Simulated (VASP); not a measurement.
Set up this calculation in VASP 6.6.1, as the native input.

| Quantity | Value |
| --- | --- |
| Task | single point |
| Functional | LDA |
| Potentials or basis | VASP PAW LDA potentials, release 64 (Li_sv) |
| Cutoff | 520 eV |
| k mesh | 14 × 14 × 14 |
| Occupations | fermi-dirac, width 0.136057 eV |
| Spin | no spin polarisation |
| Dipole correction | no |
| Further INCAR settings | ALGO = Normal; EDIFF = 1e-06; NBANDS = 8 |

The structure of Li lies in POSCAR:

```
Li
1.0
   -1.6835495153      1.6835495153      1.6835495153
    1.6835495153     -1.6835495153      1.6835495153
    1.6835495153      1.6835495153     -1.6835495153
Li
1
Direct
    0.0000000000      0.0000000000      0.0000000000
```

One way to write it, as run:

INCAR

```
PREC = Accurate
ENCUT = 520
EDIFF = 1E-6
ISMEAR = -1
SIGMA = 0.13605693000000002
LREAL = False
LASPH = True
NELM = 80
ALGO = Normal
ISIF = 2
LWAVE = False
LCHARG = False
NBANDS = 8
```

KPOINTS

```
regular mesh
0
Gamma
  14 14 14
```

Potentials or basis: VASP PAW LDA potentials, release 64 (Li_sv).

Run with:

```bash
$ cat potpaw_LDA.64/Li_sv/POTCAR > POTCAR
$ mpirun -np 1 vasp_std > vasp.out
```

Results of the run:

```
Band gap on the k mesh : zero (an odd number of electrons rules out a gap without spin polarisation)
```

Run time: 23 s on 1 thread of AMD EPYC 7R13, with other jobs on the host, peak memory 0.09 GiB.
